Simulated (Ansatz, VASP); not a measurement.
Two plane-wave programs on Ru

File INCAR:

```
SYSTEM = Ru
ALGO = Normal
EDIFF = 1E-8
ENCUT = 520
GGA = PE
ISIF = 2
ISMEAR = -1
LASPH = .TRUE.
LCHARG = .FALSE.
LEFG = .TRUE.
LREAL = .FALSE.
LWAVE = .FALSE.
NBANDS = 13
NELM = 60
PREC = Accurate
SIGMA = 0.05
```

The input KPOINTS:

```
k-points
0
G
  16 16 16
  0 0 0
```

The input POSCAR:

```
Ru
1.0
    0.0000000000      1.9339616292      1.9339616292
    1.9339616292      0.0000000000      1.9339616292
    1.9339616292      1.9339616292      0.0000000000
Ru
1
Direct
    0.0000000000      0.0000000000      0.0000000000
```

Input for Ansatz:

```yaml
crystal:
  lattice:
    - [0.0, 1.9339616292, 1.9339616292]
    - [1.9339616292, 0.0, 1.9339616292]
    - [1.9339616292, 1.9339616292, 0.0]
  atoms:
    - { symbol: Ru, position: [0.0, 0.0, 0.0] }
kpoints:
  mp_grid: { grid: [16, 16, 16] }
scf:
  occupations: { method: fermi_dirac, width: 0.05 }
hamiltonian:
  xc: pbe
  pseudopotentials: { kind: paw }
output:
  forces: true
  stress: true
  eigenvalues: true
  efg: { contact_densities: true }
```

Change from the starting cell: volume scaled by 1.03, PAW files.

Alike in both runs: task electric field gradients; functional PBE; k mesh 16 × 16 × 16; occupations fermi-dirac, width 0.05 eV; no spin polarisation.

|  | VASP | Ansatz |
| --- | --- | --- |
| version | VASP 6.6.1 | Ansatz 0.2.0 |
| potentials or method | VASP PAW PBE potentials, release 64 (Ru_pv) | PAW with Ansatz's default frozen-core files, scalar-relativistic |
| plane-wave cutoff (eV) | 520 | 420 |
| valence electrons in the cell | 14 | 16 |

|  | VASP | Ansatz | Ansatz less VASP |
| --- | --- | --- | --- |
| pressure (GPa) | -12.4 | -12.3 | +0.11 |

VASP's potentials hold 14 valence electrons a cell and Ansatz's 16, so a difference there can come from the potentials and not from the codes.
